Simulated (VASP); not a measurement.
The system is Sr3Ca.

```
Ca Sr
1.0
     0.00000    4.91000    4.91000
     4.91000    0.00000    4.91000
     4.91000    4.91000    0.00000
Ca Sr
1 3
Direct
  0.00000 0.00000 0.00000
  0.50000 0.50000 0.50000
  0.25000 0.25000 0.25000
  0.75000 0.75000 0.75000
```

- Program: VASP 6.6.1
- Task: relaxation of cell and atoms
- Functional: PBEsol
- Potentials or basis: VASP PAW PBE potentials, release 64 (Ca_sv, Sr_sv)
- Cutoff: 500 eV
- k mesh: 5 × 5 × 5
- Occupations: fermi-dirac, width 0.1 eV
- Spin: no spin polarisation

At the start: pressure -1.9 GPa; volume 59.19 Å³/atom.

Problem. Where does the relaxation end?

Solution. Over 4 steps the energy falls by 73.6 meV/atom and the volume is 48.29 Å³/atom (-18.4 %); space group Fm-3m (No. 225, to 0.1 Å) before and after.

Step by step:
| step | energy change (eV) | largest force (eV/Å) | pressure (GPa) | volume (Å³) |
| --- | --- | --- | --- | --- |
| 1 | 0.0000 | 0.0000 | -1.89 | 236.74 |
| 2 | -0.2207 | 0.0000 | -1.09 | 213.56 |
| 3 | -0.2925 | 0.0000 | -0.20 | 196.57 |
| 4 | -0.2945 | 0.0000 | 0.02 | 193.15 |

Final structure:
```
Ca Sr
1.0
     0.00000    4.58794    4.58794
     4.58794    0.00000    4.58794
     4.58794    4.58794    0.00000
Ca Sr
1 3
Direct
  0.00000 0.00000 0.00000
  0.50000 0.50000 0.50000
  0.25000 0.25000 0.25000
  0.75000 0.75000 0.75000
```

Caveat: the volume moved by over 15 % at a fixed basis, so the end points are rough; the PAW data sets were made with another functional, which shifts forces and pressure a little.
